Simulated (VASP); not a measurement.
Runs of VASP 6.6.1 on Pt. It takes space group P6_3/mmc (No. 194, hexagonal). The conventional cell has a = 2.761 Å, b = 2.761 Å, c = 4.792 Å, α = 90.00°, β = 90.00°, γ = 120.00°. Within 3.6 Å of Pt (site symmetry -6m2) lie 12 Pt at 2.76 to 2.88 Å. This isn't the form of Pt at room conditions, which is fcc.

```csv
smearing,gap on the mesh (eV),pressure (GPa)
gaussian 0.1 eV,none,-11.2
gaussian 0.025 eV,none,-11.3
gaussian 0.25 eV,none,-10.8
gaussian 0.15 eV,none,(a)
gaussian 0.05 eV,none,-11.3
```

Alike in all rows: task single point; level PBEsol; potentials or basis VASP PAW PBE potentials, release 64 (Pt); no spin polarisation; cell as given; k mesh 12 × 12 × 6; cutoff (eV) 500.

Question: Estimate the missing entries.

Answer: (a) -11.1.

Caveats: the cell stands under tension; the PAW data sets were made with another functional, which shifts forces and pressure a little; spin-orbit coupling is left out, which moves the levels of the heavy elements.

A k mesh can miss the band edges, and the runs leave out spin-orbit coupling on Pt.

A gap of «none» marks levels without a gap at the run's occupations.
